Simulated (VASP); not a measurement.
Input of a VASP 6.6.1 run:

The input INCAR:

```
PREC     = Accurate       # precision mode
ENCUT    = 520            # plane-wave cutoff, eV
EDIFF    = 1E-8           # SCF threshold, eV
ISMEAR   = -1             # smearing method
SIGMA    = 0.03           # smearing width, eV
LREAL    = F              # projectors in reciprocal space
LASPH    = T              # aspherical terms in the spheres
NELM     = 60             # most SCF steps
ALGO     = Normal         # electronic algorithm
ISIF     = 2              # what is computed and relaxed
LWAVE    = F              # write WAVECAR
LCHARG   = F              # write CHGCAR
GGA      = PS             # functional
LEFG     = T            
NBANDS   = 17             # bands
```

KPOINTS

```
regular mesh
0
Gamma
  10 10 10
```

The input POSCAR:

```
TePb
1.0
    0.0000000000      3.2694653961      3.2694653961
    3.2694653961      0.0000000000      3.2694653961
    3.2694653961      3.2694653961      0.0000000000
Te Pb
1 1
Direct
    0.5000000000      0.5000000000      0.5000000000
    0.0000000000      0.0000000000      0.0000000000
```

Potentials or basis: VASP PAW PBE potentials, release 64 (Te, Pb_d).

Launch:

```sh
$ cat potpaw_PBE.64/Te/POTCAR potpaw_PBE.64/Pb_d/POTCAR > POTCAR
$ mpirun -np 1 vasp_std > vasp.out
```

Question: Estimate the pressure.

Answer: -1.8 GPa.

Question: Estimate the band gap on the k mesh.

Answer: 0.74 eV, direct.

Caveat: without QUAD_EFG the Cq values of the log hold for a quadrupole moment of 1 mb, not for the nuclei; the PAW data sets were made with another functional, which shifts forces and pressure a little; spin-orbit coupling is left out, which moves the levels of the heavy elements. A k mesh can miss the band edges.
